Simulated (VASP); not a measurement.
# Cu3O2 (I4/mmm) in VASP: notebook

Aim: see how the results for Cu3O2 move with the level of theory and the settings. Levels: revPBE, BLYP. Tasks: relaxation of cell and atoms.

Everything below comes from runs of VASP 6.6.1. Logs are shortened: lines on timing, memory, paths and dates and some standing lists are left out, and cuts for length are marked.

**1. The cell of the first run**

Symmetry: I4/mmm, No. 139, tetragonal system. Conventional cell: a = 4.046 Å, b = 4.046 Å, c = 7.347 Å, α = 90.00°, β = 90.00°, γ = 90.00°. Cu (site symmetry 4/mmm) has 4 O at 2.02 Å and 8 Cu at 2.73 Å within 2.8 Å. Cu (site symmetry -4m2) has 2 O at 1.84 Å within 2.4 Å. O (site symmetry mmm) has 4 Cu at 1.84 to 2.02 Å within 2.4 Å.

**2. Relaxation of cell and atoms, revPBE**

Input file INCAR:

```
PREC     = Accurate       # precision mode
ENCUT    = 600            # plane-wave cutoff, eV
EDIFF    = 1E-6           # SCF threshold, eV
ISMEAR   = -1             # smearing method
SIGMA    = 0.05           # smearing width, eV
LREAL    = F              # projectors in reciprocal space
LASPH    = T              # aspherical terms in the spheres
NELM     = 80             # most SCF steps
ALGO     = Normal         # electronic algorithm
ISIF     = 3              # what is computed and relaxed
LWAVE    = F              # write WAVECAR
LCHARG   = F              # write CHGCAR
GGA      = RE             # functional
IBRION   = 2              # ionic algorithm
NSW      = 60             # ionic steps
EDIFFG   = -0.01          # ionic threshold
```

Input file KPOINTS:

```
Automatic mesh
0
Gamma
  9 9 9
```

Input file POSCAR:

```
Cu3O2
1.0
   -2.0229820000      2.0229820000      3.6736170000
    2.0229820000     -2.0229820000      3.6736170000
    2.0229820000      2.0229820000     -3.6736170000
Cu O
3 2
Direct
    0.0000000000      0.0000000000      0.0000000000
    0.7500000000      0.2500000000      0.5000000000
    0.2500000000      0.7500000000      0.5000000000
    0.5000000000      0.0000000000      0.5000000000
    0.0000000000      0.5000000000      0.5000000000
```

Potentials or basis: VASP PAW PBE potentials, release 64 (Cu, O).

Command:

```
> cat potpaw_PBE.64/Cu/POTCAR potpaw_PBE.64/O/POTCAR > POTCAR
> mpirun -np 1 vasp_std > vasp.out
```

OUTCAR:

```text
PREC = Accurate
   ENCUT = 600
   EDIFF = 1E-6
   ISMEAR = -1
   LREAL = F
   LASPH = T
   NELM = 80
   ISIF = 3
   GGA = RE
   IBRION = 2
   NSW = 60
   EDIFFG = -0.01

 ion  position               nearest neighbor table
   1  0.000  0.000  0.000-   4 2.02   5 2.02   5 2.02   4 2.02   2 2.73   3 2.73   2 2.73   3 2.73
                             2 2.73   2 2.73   3 2.73   3 2.73
   2  0.750  0.250  0.500-   4 1.84   5 1.84   1 2.73   1 2.73   1 2.73   1 2.73
   3  0.250  0.750  0.500-   4 1.84   5 1.84   1 2.73   1 2.73   1 2.73   1 2.73
   4  0.500  0.000  0.500-   2 1.84   3 1.84   1 2.02   1 2.02
   5  0.000  0.500  0.500-   2 1.84   3 1.84   1 2.02   1 2.02

  LATTYP: Found a body centered tetragonal cell.
 ALAT       =     4.0459640000
 C/A-ratio  =     1.8159415160

  Lattice vectors:

 A1 = (  -2.0229820000,   2.0229820000,   3.6736170000)
 A2 = (   2.0229820000,  -2.0229820000,   3.6736170000)
 A3 = (   2.0229820000,   2.0229820000,  -3.6736170000)

Analysis of symmetry for initial positions (statically):
=====================================================================
 Subroutine PRICEL returns:
 Original cell was already a primitive cell.

 Routine SETGRP: Setting up the symmetry group for a
 body centered tetragonal supercell.

 Subroutine GETGRP returns: Found 16 space group operations
 (whereof 16 operations were pure point group operations)
 out of a pool of 16 trial point group operations.

The static configuration has the point symmetry D_4h.

Analysis of symmetry for dynamics (positions and initial velocities):
=====================================================================
 Subroutine PRICEL returns:
 Original cell was already a primitive cell.

 Routine SETGRP: Setting up the symmetry group for a
 body centered tetragonal supercell.

 Subroutine GETGRP returns: Found 16 space group operations
 (whereof 16 operations were pure point group operations)
 out of a pool of 16 trial point group operations.

The dynamic configuration has the point symmetry D_4h.

 Subroutine INISYM returns: Found 16 space group operations
 (whereof 16 operations are pure point group operations),
 and found     1 'primitive' translations

----------------------------------------------------------------------------------------

                                     Primitive cell

  volume of cell :      60.1365

  direct lattice vectors                    reciprocal lattice vectors
    -2.022982000  2.022982000  3.673617000     0.000000000  0.247159886  0.136105642
     2.022982000 -2.022982000  3.673617000     0.247159886  0.000000000  0.136105642
     2.022982000  2.022982000 -3.673617000     0.247159886  0.247159886  0.000000000

  length of vectors
     4.656218875  4.656218875  4.656218875     0.282157323  0.282157323  0.349536863

  position of ions in fractional coordinates (direct lattice)
     0.000000000  0.000000000  0.000000000
     0.750000000  0.250000000  0.500000000
     0.250000000  0.750000000  0.500000000
     0.500000000  0.000000000  0.500000000
     0.000000000  0.500000000  0.500000000

  ion indices of the primitive-cell ions
   primitive index   ion index
                 1           1
                 2           2
                 3           3
                 4           4
                 5           5

----------------------------------------------------------------------------------------

 KPOINTS: Automatic mesh

Automatic generation of k-mesh.
 Grid dimensions read from file:
 generate k-points for:    9    9    9

 Generating k-lattice:

  Cartesian coordinates                     Fractional coordinates (reciprocal lattice)
     0.000000000  0.027462210  0.015122849     0.111111111 -0.000000000  0.000000000
     0.027462210  0.000000000  0.015122849    -0.000000000  0.111111111  0.000000000
     0.027462210  0.027462210  0.000000000     0.000000000  0.000000000  0.111111111

  Length of vectors
     0.031350814  0.031350814  0.038837429

  Shift w.r.t. Gamma in fractional coordinates (k-lattice)
     0.000000000  0.000000000  0.000000000

 Subroutine IBZKPT returns following result:
 ===========================================

 Found     75 irreducible k-points:

 Following reciprocal coordinates:
            Coordinates               Weight
  0.000000  0.000000  0.000000      1.000000
  0.111111  0.000000 -0.000000      8.000000
  0.222222  0.000000 -0.000000      8.000000
  0.333333  0.000000  0.000000      8.000000
  0.444444  0.000000 -0.000000      8.000000
  0.111111  0.111111 -0.000000      8.000000
[... 16 lines left out ...]
 -0.333333  0.333333  0.000000      4.000000
  0.444444  0.444444 -0.000000      8.000000
 [... further k-points ...]
   k-points           NKPTS =     75   k-points in BZ     NKDIM =     75   number of bands    NBANDS=     27
   number of dos      NEDOS =    301   number of ions     NIONS =      5
   total plane-waves  NPLWV =  64000
   dimension x,y,z NGX =    40 NGY =   40 NGZ =   40
   dimension x,y,z NGXF=    80 NGYF=   80 NGZF=   80
   ions per type =               3   2
   NGX,Y,Z   is equivalent  to a cutoff of  14.28, 14.28, 14.28 a.u.
   NGXF,Y,Z  is equivalent  to a cutoff of  28.56, 28.56, 28.56 a.u.
 SYSTEM =  unknown system
   PREC   = accura    normal or accurate (medium, high low for compatibility)
   ISTART =      0    job   : 0-new  1-cont  2-samecut
   ICHARG =      2    charge: 1-file 2-atom 10-const
   ISPIN  =      1    spin polarized calculation?
   LNONCOLLINEAR =      F non collinear calculations
   LSORBIT =      F    spin-orbit coupling
   LASPH  =      T    aspherical Exc in radial PAW
   ENCUT  =  600.0 eV  44.10 Ry    6.64 a.u.   9.30  9.30  9.30*2*pi/ulx,y,z
   NELM   =     80;   NELMIN=  2; NELMDL= -5     # of ELM steps
   EDIFF  = 0.1E-05   stopping-criterion for ELM
   LREAL  =      F    real-space projection
   EDIFFG = -.1E-01   stopping-criterion for IOM
   NSW    =     60    number of steps for IOM
   IBRION =      2    ionic relax: 0-MD 1-quasi-New 2-CG
   NFREE  =      1    steps in history (QN), initial steepest desc. (CG)
   ISIF   =      3    stress and relaxation
   ISYM   =      2    0-nonsym 1-usesym 2-fastsym
   POTIM  = 0.5000    time-step for ionic-motion
   TEBEG  =    0.0;   TEEND  =   0.0 temperature during run
   PSTRESS=    0.0 pullay stress
   NELECT =      45.0000    total number of electrons
   NUPDOWN=      -1.0000    fix difference up-down
   EMIN   =  10.00;   EMAX   =-10.00  energy-range for DOS
   EFERMI =   0.00;   METHOD = LEGACY
   ISMEAR =    -1;   SIGMA  =   0.05  broadening in eV -4-tet -1-fermi 0-gaus
   EFERMI_NEDOS =   21; number of points for ismear=-14 and -15
   IALGO  =     38    algorithm
   IMIX   =      4    mixing-type and parameters
     AMIX     =   0.40;   BMIX     =  1.00
     AMIX_MAG =   1.60;   BMIX_MAG =  1.00
  volume/ion in A,a.u.               =      12.03        81.16
  Fermi-wavevector in a.u.,A,eV,Ry     =   1.486277  2.808656 30.055525  2.209019
  Thomas-Fermi vector in A             =   2.599583
   LORBIT       =      0    0 simple, 1 ext, 2 COOP (PROOUT), +10 PAW based schemes
   GGA     = RE    functional components
   LHFCALC =     F    Hartree Fock is set to
   AEXX    =    0.0000 exact exchange contribution
   IVDW    =     0    specifies the selected vdW correction
   LEPSILON=     F    determine dielectric tensor
   LRPA    =     F    only Hartree local field effects (RPA)
 conjugate gradient relaxation of ions
 non-spin polarized calculation
  energy-cutoff  :      600.00
  volume of cell :       60.14
 maximum number of plane-waves:      2024
 NGX is ok and might be reduce to    40
   NGX = 19   NGY = 19   NGZ = 19

--------------------------------------- Ionic step        1  -------------------------------------------

 number of electron      45.0000020 magnetization

 Free energy of the ion-electron system (eV)
  ---------------------------------------------------
  ext. energy  EPLUGINS =         0.00000000
  ---------------------------------------------------
  free energy    TOTEN  =       -20.89468600 eV

  energy without entropy =      -20.87828571  energy(sigma->0) =      -20.88648586

------------------------ aborting loop because EDIFF is reached ----------------------------------------

  FORCE on cell =-STRESS in cart. coord.  units (eV):
  Direction    XX          YY          ZZ          XY          YZ          ZX
  --------------------------------------------------------------------------------------
  -------------------------------------------------------------------------------------
  Total        1.5063761      1.5063761      2.3736965      0.0000000     -0.0000000      0.0000000
  in kB       40.1334137     40.1334137     63.2408749      0.0000000     -0.0000000      0.0000000
  external PRESSURE =      47.8359008 kB  Pullay stress =       0.0000000 kB
[... 102 lines left out ...]
  energy  without entropy=      -20.9071792339  energy(sigma->0) =      -20.91553167

--------------------------------------- Ionic step        4  -------------------------------------------

 number of electron      45.0000008 magnetization

 E-fermi :   4.0648     XC(G=0): -10.7953

 val. band max:        4.0524980064   @ k =  -0.2222   0.1111   0.0000
 cond. band min:       4.0728187068   @ k =  -0.3333  -0.3333   0.1111
 fundamental gap:      0.0203207004
 Fermi energy:         4.0648201576

 k-point     1 :       0.0000    0.0000    0.0000
  band No.  band energies     occupation
      1     -14.8427      2.00000
      2     -13.7384      2.00000
      3      -2.2091      2.00000
      4      -1.1853      2.00000
      5      -1.1853      2.00000
      6      -0.6705      2.00000
[... 709 lines left out ...]
     26       7.7302      0.00000
     27      11.3083      0.00000

 [... further k-points ...]

------------------------ aborting loop because EDIFF is reached ----------------------------------------

  FORCE on cell =-STRESS in cart. coord.  units (eV):
  Direction    XX          YY          ZZ          XY          YZ          ZX
  --------------------------------------------------------------------------------------
  -------------------------------------------------------------------------------------
  Total        0.2316047      0.2316047     -0.2515256      0.0000000     -0.0000000      0.0000000
  in kB        5.9362981      5.9362981     -6.4468937      0.0000000     -0.0000000      0.0000000
  external PRESSURE =       1.8085675 kB  Pullay stress =       0.0000000 kB
[... 63 lines left out ...]
  energy  without entropy=      -20.9124503832  energy(sigma->0) =      -20.92153606

--------------------------------------- Ionic step        6  -------------------------------------------

 number of electron      44.9999995 magnetization

 Free energy of the ion-electron system (eV)
  ---------------------------------------------------
  ext. energy  EPLUGINS =         0.00000000
  ---------------------------------------------------
  free energy    TOTEN  =       -20.93068681 eV

  energy without entropy =      -20.91263963  energy(sigma->0) =      -20.92166322

 E-fermi :   4.0060     XC(G=0): -10.7572

 val. band max:        3.9936540033   @ k =  -0.2222   0.1111   0.0000
 cond. band min:       4.0081148472   @ k =  -0.3333  -0.3333   0.1111
 fundamental gap:      0.0144608439
 Fermi energy:         4.0059833894

 k-point     1 :       0.0000    0.0000    0.0000
  band No.  band energies     occupation
      1     -14.8913      2.00000
      2     -13.8017      2.00000
      3      -2.3093      2.00000
      4      -1.2385      2.00000
      5      -1.2385      2.00000
      6      -0.7087      2.00000
[... 709 lines left out ...]
     26       7.6794      0.00000
     27      11.2774      0.00000

 [... further k-points ...]

------------------------ aborting loop because EDIFF is reached ----------------------------------------

  FORCE on cell =-STRESS in cart. coord.  units (eV):
  Direction    XX          YY          ZZ          XY          YZ          ZX
  --------------------------------------------------------------------------------------
  -------------------------------------------------------------------------------------
  Total       -0.0369330     -0.0369330      0.0068418      0.0000000      0.0000000      0.0000000
  in kB       -0.9409319     -0.9409319      0.1743067      0.0000000      0.0000000      0.0000000
  external PRESSURE =      -0.5691857 kB  Pullay stress =       0.0000000 kB
[... 20 lines left out ...]
  FREE ENERGIE OF THE ION-ELECTRON SYSTEM (eV)
  ---------------------------------------------------
  free  energy   TOTEN  =       -20.9306868080 eV

  energy  without entropy=      -20.9126396302  energy(sigma->0) =      -20.92166322

 reached required accuracy - stopping structural energy minimisation
```

It took 21 min on 1 thread of AMD EPYC 7R32 (Zen 2), shared host; peak memory 0.28 GiB.

What came out:

| Quantity | Value |
| --- | --- |
| Free energy | -20.9307 eV |
| Relaxed volume | 12.58 Å³/atom |
| Relaxed cell | a = 4.710 Å, b = 4.710 Å, c = 4.710 Å, α = 128.09°, β = 128.09°, γ = 76.48° |
| Space group after relaxing (to 0.1 Å) | I4/mmm (No. 139) |
| Energy gained by relaxing | 7.2 meV/atom |
| Ionic steps | 6 |
| Pressure after relaxing | -0.1 GPa |
| Band gap on the k mesh | zero (an odd number of electrons rules out a gap without spin polarisation) |

Stress tensor (GPa, compression positive):
```
-0.09  0.00  0.00
 0.00 -0.09  0.00
 0.00  0.00  0.02
```

The path:
```csv
step,energy change (eV),largest force (eV/Å),pressure (GPa),volume (Å³)
1,0.0000,0.0000,4.78,60.14
2,-0.0182,0.0000,-2.24,63.31
3,-0.0292,0.0000,0.28,62.07
4,-0.0346,0.0000,0.18,62.51
5,-0.0359,0.0000,0.08,62.96
6,-0.0360,0.0000,-0.06,62.89
```

Final structure:
```
CELL_PARAMETERS angstrom
-2.06153 2.06153 3.69936
2.06153 -2.06153 3.69936
2.06153 2.06153 -3.69936
ATOMIC_POSITIONS crystal
Cu 0.00000 0.00000 0.00000
Cu 0.75000 0.25000 0.50000
Cu 0.25000 0.75000 0.50000
O 0.50000 0.00000 0.50000
O 0.00000 0.50000 0.50000
```

Caveat: the PAW data sets were made with another functional, which shifts forces and pressure a little. With open d or f shells a metallic result of revPBE can be an artefact of self-interaction; +U or a hybrid may open a gap.

**3. Relaxation of cell and atoms, BLYP**

Input file INCAR:

```
SYSTEM = Cu3O2
  AGGAC = 1.0
  AGGAX = 1.0
  ALDAC = 0.0
  ALDAX = 1.0
  ALGO = Normal
  EDIFF = 1E-7
  EDIFFG = -0.01
  ENCUT = 600
  GGA = B5
  IBRION = 2
  ISIF = 3
  ISMEAR = -1
  LASPH = .True.
  LCHARG = .False.
  LREAL = .False.
  LWAVE = .False.
  NELM = 60
  NSW = 60
  PREC = Accurate
  SIGMA = 0.05
```

Input file KPOINTS:

```
k-points
0
Gamma
  9 9 9
  0 0 0
```

POSCAR is that of step 2.

Potentials or basis: VASP PAW PBE potentials, release 64 (Cu, O).

Command:

```
> cat potpaw_PBE.64/Cu/POTCAR potpaw_PBE.64/O/POTCAR > POTCAR
> mpirun -np 1 vasp_std > vasp.out
```

Wall time 29 min (1 thread of AMD EPYC 7R32 (Zen 2), shared host); peak memory 0.3 GiB.

It converged, with:

| Property | Result |
| --- | --- |
| Free energy | -20.6808 eV |
| Relaxed volume | 12.96 Å³/atom |
| Relaxed cell | a = 4.739 Å, b = 4.739 Å, c = 4.739 Å, α = 127.62°, β = 127.62°, γ = 77.25° |
| Space group after relaxing (to 0.1 Å) | I4/mmm (No. 139) |
| Energy gained by relaxing | 18.3 meV/atom |
| Ionic steps | 9 |
| Pressure after relaxing | 0.0 GPa |
| Band gap on the k mesh | zero (an odd number of electrons rules out a gap without spin polarisation) |

Stress tensor (GPa, compression positive):
```
 0.00  0.00  0.00
 0.00  0.00  0.00
 0.00  0.00 -0.10
```

Step by step:
```tsv
step	energy change (eV)	largest force (eV/Å)	pressure (GPa)	volume (Å³)
1	0.0000	0.0000	7.35	60.14
2	-0.0490	0.0000	-2.91	65.07
3	-0.0693	0.0000	0.32	63.25
4	-0.0867	0.0000	0.24	64.02
5	-0.0914	0.0000	0.26	64.72
6	-0.0915	0.0000	0.21	64.68
7	-0.0914	0.0000	0.21	64.66
8	-0.0915	0.0000	-0.15	64.85
9	-0.0915	0.0000	-0.03	64.79
```

Final structure:
```
Cu O
1.0
    -2.09164    2.09164    3.70221
     2.09164   -2.09164    3.70221
     2.09164    2.09164   -3.70221
Cu O
3 2
Direct
  0.00000 0.00000 0.00000
  0.75000 0.25000 0.50000
  0.25000 0.75000 0.50000
  0.50000 0.00000 0.50000
  0.00000 0.50000 0.50000
```

Levels at points of the mesh, in eV from the Fermi level:
```tsv
k point	band 21	band 22	band 23	band 24	band 25	band 26
(0.00, 0.00, 0.00)	-0.62	-0.62	0.33	0.54	5.29	5.29
```

Caveat: the PAW data sets were made with another functional, which shifts forces and pressure a little. With open d or f shells a metallic result of BLYP can be an artefact of self-interaction; +U or a hybrid may open a gap.
